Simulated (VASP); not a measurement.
V: single point with PBE

V:

```xyz
2
Lattice="-2.1059 2.1059 1.1992 2.1059 -2.1059 1.1992 2.1059 2.1059 -1.1992" Properties=species:S:1:pos:R:3 pbc="T T T"
V     0.0000   -1.0530   -0.2998
V     0.0000    1.0530    0.2998
```

This cell differs from its parent crystal: volume scaled by 0.76.

```yaml
Program: VASP 6.6.1
Task: single point
Functional: PBE
Potentials_or_basis: VASP PAW PBE potentials, release 64 (V_sv)
Cutoff: 520 eV
k_mesh: 17 × 17 × 17
Occupations: fermi-dirac, width 0.05 eV
Spin: no spin polarisation
Dipole_correction: no
Further_INCAR_settings: ALGO = Normal; EDIFF = 1e-07; NBANDS = 20
```

```
Pressure               : 72.9 GPa
Band gap on the k mesh : zero (band 13 reaches 13.96 eV, above the bottom of band 14 at 12.92 eV)
```

Stress tensor (GPa, compression positive):
```
73.37  0.00  0.00
 0.00 73.37  0.00
 0.00  0.00 72.09
```

Levels at points of the mesh, in eV from the Fermi level:
```csv
k point,band 11,band 12,band 13,band 14,band 15,band 16
"(0.00, 0.00, 0.00)",-2.80,-2.00,-1.13,2.04,2.04,2.13
```

Run time: 39 s on 1 thread of Intel(R) Xeon(R) 6975P-C (Granite Rapids) (shared host), peak memory 0.25 GiB.
